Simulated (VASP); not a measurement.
CdSe: relaxation of cell and atoms with RPBE+D4

CdSe:

```
Cd Se
1.0
     0.00000    2.87396    2.87396
     2.87396    0.00000    2.87396
     2.87396    2.87396    0.00000
Cd Se
1 1
Direct
  0.00000 0.00000 0.00000
  0.50000 0.50000 0.50000
```

* Program: VASP 6.6.1
* Task: relaxation of cell and atoms
* Functional: RPBE
* Dispersion: D4
* Potentials or basis: VASP PAW PBE potentials, release 64 (Cd, Se)
* Cutoff: 600 eV
* k mesh: 8 × 8 × 8
* Occupations: fermi-dirac, width 0.05 eV
* Spin: no spin polarisation
* Dipole correction: no
* Further INCAR settings: ALGO = Normal; EDIFF = 1e-06; IBRION = 2; EDIFFG = -0.01; NSW = 60; ISIF = 3

The relaxed volume is 22.50 Å³/atom and the relaxed cell is a = 3.992 Å, b = 3.992 Å, c = 3.992 Å, α = 60.00°, β = 60.00°, γ = 60.00°. The space group after relaxing (to 0.05 Å) is Fm-3m (No. 225) and the energy gained by relaxing is 13.3 meV/atom. The ionic steps are 3, the pressure after relaxing is 0.0 GPa and the band gap on the k mesh is zero (band 9 reaches 2.84 eV, above the bottom of band 10 at 2.50 eV). The dispersion energy per atom is -0.808 eV.

Step by step:
| step | energy change (eV) | largest force (eV/Å) | pressure (GPa) | volume (Å³) |
| --- | --- | --- | --- | --- |
| 1 | 0.0000 | 0.0000 | -3.26 | 47.48 |
| 2 | -0.0236 | 0.0000 | 1.26 | 44.23 |
| 3 | -0.0266 | 0.0000 | 0.01 | 45.00 |

Final structure:
```
Cd Se
1.0
     0.00000    2.82312    2.82312
     2.82312    0.00000    2.82312
     2.82312    2.82312    0.00000
Cd Se
1 1
Direct
  0.00000 0.00000 0.00000
  0.50000 0.50000 0.50000
```

Levels at points of the mesh, in eV from the Fermi level:
| k point | band 7 | band 8 | band 9 | band 10 | band 11 | band 12 |
| --- | --- | --- | --- | --- | --- | --- |
| (0.00, 0.00, 0.00) | -0.78 | -0.78 | -0.78 | 0.32 | 8.60 | 8.60 |
| (0.50, 0.00, 0.00) | -5.26 | -0.14 | -0.14 | 2.99 | 5.22 | 5.22 |
| (0.50, 0.50, 0.00) | -4.49 | -2.33 | -2.33 | -0.46 | 5.35 | 10.10 |

Wall time 65 s on 1 thread of Intel(R) Xeon(R) Platinum 8259CL CPU @ 2.50GHz (Skylake/Cascade Lake), with other jobs on the host, peak memory 0.19 GiB.

Caveat: the PAW data sets were made with another functional, which shifts forces and pressure a little; pairwise dispersion overbinds metals, which lowers pressure and volume.
